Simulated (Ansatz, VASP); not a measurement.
**One calculation of La, two programs**

Contents of INCAR:

```
SYSTEM = La
  ALGO = Normal
  EDIFF = 1E-8
  ENCUT = 520
  GGA = PE
  ISIF = 2
  ISMEAR = -1
  LASPH = .True.
  LCHARG = .False.
  LEFG = .True.
  LREAL = .False.
  LWAVE = .False.
  NBANDS = 18
  NELM = 80
  PREC = Accurate
  SIGMA = 0.05
```

KPOINTS

```
k-points
0
Gamma
  12 12 7
  0 0 0
```

Contents of POSCAR:

```
La
1.0
    3.7830588964      0.0000000000      0.0000000000
   -1.8915294482      3.2762251083      0.0000000000
    0.0000000000      0.0000000000      6.0761288827
La
2
Direct
    0.3333333333      0.6666666667      0.2500000000
    0.6666666667      0.3333333333      0.7500000000
```

Input for Ansatz:

```yaml
crystal:
  lattice:
    - [3.7830588964, 0.0, 0.0]
    - [-1.8915294482, 3.2762251083, 0.0]
    - [0.0, 0.0, 6.0761288827]
  atoms:
    - { symbol: La, position: [0.3333333333, 0.6666666667, 0.25] }
    - { symbol: La, position: [0.6666666667, 0.3333333333, 0.75] }
kpoints:
  mp_grid: { grid: [12, 12, 7] }
  band_path:
    path:
      - [0.0, 0.0, 0.0]
      - [0.5, 0.0, 0.0]
      - [0.3333333333, 0.3333333333, 0.0]
      - [0.0, 0.0, 0.0]
      - [0.0, 0.0, 0.5]
      - [0.5, 0.0, 0.5]
      - [0.3333333333, 0.3333333333, 0.5]
      - [0.0, 0.0, 0.5]
      - [0.5, 0.0, 0.5]
    npoints: 8
scf:
  occupations: { method: fermi_dirac, width: 0.05 }
hamiltonian:
  xc: pbe
  pseudopotentials: { kind: paw }
output:
  forces: true
  stress: true
  eigenvalues: true
  efg: { contact_densities: true }
  populations: true
  bader: true
  dos: { projected: true, de: 0.2, e_range: [-14, 8] }
```

Alike in both runs: task electric field gradients; functional PBE; k mesh 12 × 12 × 7; occupations fermi-dirac, width 0.05 eV; no spin polarisation.

|  | VASP | Ansatz |
| --- | --- | --- |
| version | VASP 6.6.1 | Ansatz 0.2.0 |
| potentials or method | VASP PAW PBE potentials, release 64 (La) | PAW with Ansatz's default frozen-core files, scalar-relativistic |
| plane-wave cutoff (eV) | 520 | 420 |
| valence electrons in the cell | 22 | 22 |

```tsv
	VASP	Ansatz	Ansatz less VASP
pressure (GPa)	0.1	0.0	-0.06
size of Vzz on the site where it differs most (V/Å²)	19.2	17.7	-1.51
```

Neither program's run includes spin-orbit coupling.
